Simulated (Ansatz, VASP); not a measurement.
**B2I3: VASP beside Ansatz**

```
CELL_PARAMETERS angstrom
3.43936 1.98572 7.94857
-3.43936 1.98572 7.94857
0.00000 -3.97143 7.94857
ATOMIC_POSITIONS crystal
B 0.87971 0.87971 0.87971
B 0.62029 0.62029 0.62029
B 0.12029 0.12029 0.12029
B 0.37971 0.37971 0.37971
I 0.10862 0.39138 0.75000
I 0.75000 0.10862 0.39138
I 0.39138 0.75000 0.10862
I 0.89138 0.60862 0.25000
I 0.25000 0.89138 0.60862
I 0.60862 0.25000 0.89138
```

Alike in both runs: functional PBE; k mesh 3 × 3 × 3; occupations gaussian, width 0.1 eV; no spin polarisation.

Ansatz relaxed the structure, and its values are those at the end. VASP's run is a single point on that final structure, the one shown.

```csv
,VASP,Ansatz
version,VASP 6.6.1,Ansatz 0.2.0
potentials or method,"VASP PAW PBE potentials, release 64 (B, I), cutoff 520 eV","scalar-relativistic, plane waves, PAW"
valence electrons in the cell,54,114
```

```csv
,VASP,Ansatz,Ansatz less VASP
gap on the k mesh at the Fermi level (eV),none,none,-
pressure (GPa),0.0,0.0,+0.02
```

A gap of «none» marks a metal or a gap that the smearing closes. VASP's potentials hold 54 valence electrons a cell and Ansatz's 114, so a difference there can come from the potentials and not from the codes.

The k mesh is coarse, so the values compare programs but aren't converged. Neither program's run includes spin-orbit coupling.
